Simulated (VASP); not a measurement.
Here is a VASP 6.6.1 calculation.

File INCAR:

```
PREC = Accurate
ENCUT = 520
EDIFF = 1E-6
ISMEAR = 0
SIGMA = 0.15
LREAL = False
LASPH = True
NELM = 60
ALGO = Normal
ISIF = 2
LWAVE = False
LCHARG = False
NBANDS = 11
```

KPOINTS

```
Automatic mesh
0
Gamma
  20 20 20
```

POSCAR

```
Si
1.0
   -2.3358017199      2.3358017199      1.3292653899
    2.3358017199     -2.3358017199      1.3292653899
    2.3358017199      2.3358017199     -1.3292653899
Si
2
Direct
    0.2500000000      0.7500000000      0.5000000000
    0.5000000000      0.5000000000      0.0000000000
```

Potentials or basis: VASP PAW LDA potentials, release 64 (Si).

The run is started by

```sh
$ cat potpaw_LDA.64/Si/POTCAR > POTCAR
$ mpirun -np 1 vasp_std > vasp.out
```

(1) What does it give for the band gap on the k mesh?

(2) Estimate the pressure.

Answers

(1) zero (bands 4 and 5 overlap by 7.07 eV).

(2) 3.2 GPa.

Caveat: the cell differs from its parent crystal (strain -0.015 along x and y, +0.000 along z); the cell stands under pressure.
